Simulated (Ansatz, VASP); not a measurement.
## One calculation of In3Se, two programs

```
In Se
1.0
     4.41561    0.00000    0.00000
     0.00000    4.41561    0.00000
     0.00000    0.00000    4.58765
In Se
3 1
Direct
  0.00000 0.50000 0.50000
  0.50000 0.00000 0.50000
  0.50000 0.50000 0.00000
  0.00000 0.00000 0.00000
```

Change from the starting cell: engineering shear strain xy +0.0000, equal normal strain along x and y -0.0375.

Alike in both runs: task single point; functional PBEsol; dispersion D3(BJ); k mesh 10 × 10 × 10; occupations gaussian, width 0.15 eV; no spin polarisation.

|  | VASP | Ansatz |
| --- | --- | --- |
| version | VASP 6.6.1 | Ansatz 0.2.0 |
| potentials or method | VASP PAW PBE potentials, release 64 (In_d, Se), cutoff 500 eV | scalar-relativistic, plane waves, PAW |
| valence electrons in the cell | 45 | 55 |

```tsv
	VASP	Ansatz	Ansatz less VASP
gap on the k mesh at the Fermi level (eV)	none	none	-
pressure (GPa)	4.7	4.6	-0.03
traceless stress, the component that is largest in VASP (GPa)	-0.22	-0.22	+0.007
```

VASP's potentials were made for PBE, not for PBEsol, and Ansatz warns of the same on its side. A gap of «none» marks a metal or a gap that the smearing closes. VASP's potentials hold 45 valence electrons a cell and Ansatz's 55, so a difference there can come from the potentials and not from the codes.
